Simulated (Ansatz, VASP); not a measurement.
ZrNb2N3: VASP beside Ansatz

File INCAR:

```
PREC = Accurate ; ENCUT = 600
EDIFF = 1E-7 ; ISMEAR = 0
SIGMA = 0.15 ; LREAL = F
LASPH = T ; NELM = 120
ALGO = Normal ; ISIF = 3
LWAVE = F ; LCHARG = F
GGA = PE ; IBRION = 2
NSW = 36 ; EDIFFG = -0.08
GGA_COMPAT = F ; NELMIN = 4
```

Contents of KPOINTS:

```
regular mesh
0
Gamma
  3 3 3
```

File POSCAR:

```
ZrNb2N3
1.0
    2.1586750500     -4.0259901400      0.0000000000
    2.1586750500      4.0259901400      0.0000000000
    0.0000000000      0.0000000000      4.4940142300
Zr Nb N
1 2 3
Direct
    0.5000000000      0.5000000000      0.5000000000
    0.0000000000      0.5000000000      0.0000000000
    0.5000000000      0.0000000000      0.0000000000
    0.1709287200      0.8290712800      0.5000000000
    0.8290712800      0.1709287200      0.5000000000
    0.5000000000      0.5000000000      0.0000000000
```

Input for Ansatz:

```yaml
crystal:
  lattice:
    - [2.15867505, -4.02599014, 0.0]
    - [2.15867505, 4.02599014, 0.0]
    - [0.0, 0.0, 4.49401423]
  atoms:
    - { symbol: Zr, position: [0.5, 0.5, 0.5] }
    - { symbol: Nb, position: [0.0, 0.5, 0.0] }
    - { symbol: Nb, position: [0.5, 0.0, 0.0] }
    - { symbol: "N", position: [0.17092872, 0.82907128, 0.5] }
    - { symbol: "N", position: [0.82907128, 0.17092872, 0.5] }
    - { symbol: "N", position: [0.5, 0.5, 0.0] }
basis:
  ecutwfc: 420
kpoints:
  mp_grid: { grid: [3, 3, 3] }
hamiltonian:
  xc: pbe
scf:
  occupations: { method: gaussian, width: 0.15 }
  lower_state_search: "off"
output:
  forces: true
  stress: true
  eigenvalues: true
relax:
  adjacent_minimum: "off"
  f_tol: 0.08
  max_steps: 16
  cell: { stress_tol: 0.8 }
```

Alike in both runs: task relaxation of cell and atoms; functional PBE; k mesh 3 × 3 × 3; occupations gaussian, width 0.15 eV; no spin polarisation.

|  | VASP | Ansatz |
| --- | --- | --- |
| version | VASP 6.6.1 | Ansatz 0.2.0 |
| potentials or method | VASP PAW PBE potentials, release 64 (Zr_sv, Nb_sv, N), cutoff 600 eV | scalar-relativistic, plane waves, PAW |
| valence electrons in the cell | 53 | 53 |

|  | VASP | Ansatz | Ansatz less VASP |
| --- | --- | --- | --- |
| gap on the k mesh at the Fermi level, each at its own relaxed structure (eV) | none | none | - |
| relaxed volume (Å³/atom) | 12.75 | 12.78 | +0.032 |
| relaxed cell length with the largest relative difference (Å) | 4.533 | 4.542 | +0.0092 |

A gap of «none» marks a metal or a gap that the smearing closes.

The k mesh is coarse, so the values compare programs but aren't converged.
